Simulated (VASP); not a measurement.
Write the native input for VASP 6.6.1 that does the following.

| Property | Result |
| --- | --- |
| Task | single point |
| Functional | LDA |
| Potentials or basis | VASP PAW LDA potentials, release 64 (Sb) |
| Cutoff | 520 eV |
| k mesh | 6 × 4 × 4 |
| Occupations | gaussian, width 0.1 eV |
| Spin | no spin polarisation |
| Dipole correction | no |
| Further INCAR settings | ALGO = Normal; EDIFF = 1e-07; NBANDS = 12 |

The structure of Sb lies in POSCAR:

```
Sb
1.0
    3.1224020000      0.0000000000      0.0000000000
    0.0000000000      4.3475180000      0.0000000000
   -0.0389150000      0.0000000000      4.4058520000
Sb
2
Direct
    0.9886110000      0.7500000000      0.7588340000
    0.0113890000      0.2500000000      0.2411660000
```

The input as run:

INCAR

```
SYSTEM = Sb
PREC = Accurate
ENCUT = 520
EDIFF = 1E-7
ISMEAR = 0
SIGMA = 0.1
LREAL = .FALSE.
LASPH = .TRUE.
NELM = 100
ALGO = Normal
ISIF = 2
LWAVE = .FALSE.
LCHARG = .FALSE.
GGA = CA
NBANDS = 12
```

KPOINTS

```
Automatic mesh
0
G
  6 4 4
  0 0 0
```

Potentials or basis: VASP PAW LDA potentials, release 64 (Sb).

Launch:

```bash
$ cat potpaw_LDA.64/Sb/POTCAR > POTCAR
$ mpirun -np 1 vasp_std > vasp.out
```

Results of the run:

```yaml
Pressure: -2.9 GPa
Largest_force: 0.053 eV/Å
Band_gap_on_the_k_mesh: zero (band 5 reaches 12.02 eV, above the bottom of band 6 at 3.51 eV)
```

Caveat: the k points lie up to 0.36 Å⁻¹ apart; spin-orbit coupling is left out, which moves the levels of the heavy elements.

Wall time 11 s on 1 thread of Intel(R) Xeon(R) Platinum 8488C (Sapphire Rapids) (shared host), peak memory 0.16 GiB.
